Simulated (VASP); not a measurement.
Write the native input for VASP 6.6.1 that does the following.

| Quantity | Value |
| --- | --- |
| Task | single point |
| Functional | PBE |
| Potentials or basis | VASP PAW PBE potentials, release 64 (H) |
| Cutoff | 500 eV |
| k mesh | 13 × 13 × 7 |
| Occupations | fermi-dirac, width 0.01 eV |
| Spin | no spin polarisation |
| Dipole correction | no |
| Further INCAR settings | ALGO = Normal; EDIFF = 1e-06; NBANDS = 8 |

The structure of H lies in POSCAR:

```
H
1.0
    2.0349512728      0.0000000000      0.0000000000
   -1.0174756365      1.7623194977      0.0000000000
    0.0000000000      0.0000000000      3.2690515894
H
2
Direct
    0.3333333333      0.6666666667      0.2500000000
    0.6666666667      0.3333333333      0.7500000000
```

One way to write it, as run:

INCAR

```
SYSTEM = H
PREC = Accurate
ENCUT = 500
EDIFF = 1E-6
ISMEAR = -1
SIGMA = 0.01
LREAL = .False.
LASPH = .True.
NELM = 120
ALGO = Normal
ISIF = 2
LWAVE = .False.
LCHARG = .True.
GGA = PE
LELF = .True.
LVHAR = .True.
NBANDS = 8
GGA_COMPAT = .False.
```

KPOINTS

```
Automatic mesh
0
Gamma
  13 13 7
  0 0 0
```

Potentials or basis: VASP PAW PBE potentials, release 64 (H).

Command:

```bash
$ cat potpaw_PBE.64/H/POTCAR > POTCAR
$ mpirun -np 1 vasp_std > vasp.out
```

Results of the run:

The pressure is -23.7 GPa and the band gap on the k mesh is zero (bands 1 and 2 overlap by 8.41 eV).

Caveat: the cell stands under tension.

It took 3.4 s on 1 thread of Intel(R) Xeon(R) Platinum 8488C (Sapphire Rapids), on a shared host, peak memory 0.11 GiB.
